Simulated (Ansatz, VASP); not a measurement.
## Li2S in VASP and in Ansatz

```
Li S
1.0
     0.00000    2.84488    2.84488
     2.84488    0.00000    2.84488
     2.84488    2.84488    0.00000
Li S
2 1
Cartesian
  1.4224 1.4224 1.4224
  4.2673 4.2673 4.2673
  0.0000 0.0000 0.0000
```

Alike in both runs: functional r2SCAN; k mesh 5 × 5 × 5; occupations tetrahedron; no spin polarisation.

Ansatz relaxed the structure, and its values are those at the end. VASP's run is a single point on that final structure, the one shown.

|  | VASP | Ansatz |
| --- | --- | --- |
| version | VASP 6.6.1 | Ansatz 0.2.0 |
| potentials or method | VASP PAW PBE potentials, release 64 (Li_sv, S), cutoff 830 eV | PAW plane waves |
| valence electrons in the cell | 12 | 12 |

```csv
,VASP,Ansatz,Ansatz less VASP
gap on the k mesh at the Fermi level (eV),4.16,4.17,+0.016
pressure (GPa),-0.2,0.0,+0.21
```

VASP's potentials were made for PBE, not for r2SCAN. The functional is the same, so the differences come from potentials, cutoffs and numerics. Ansatz's warnings: band table not solved further, forces under tetrahedra, tetrahedron derivatives may miss energy slope.
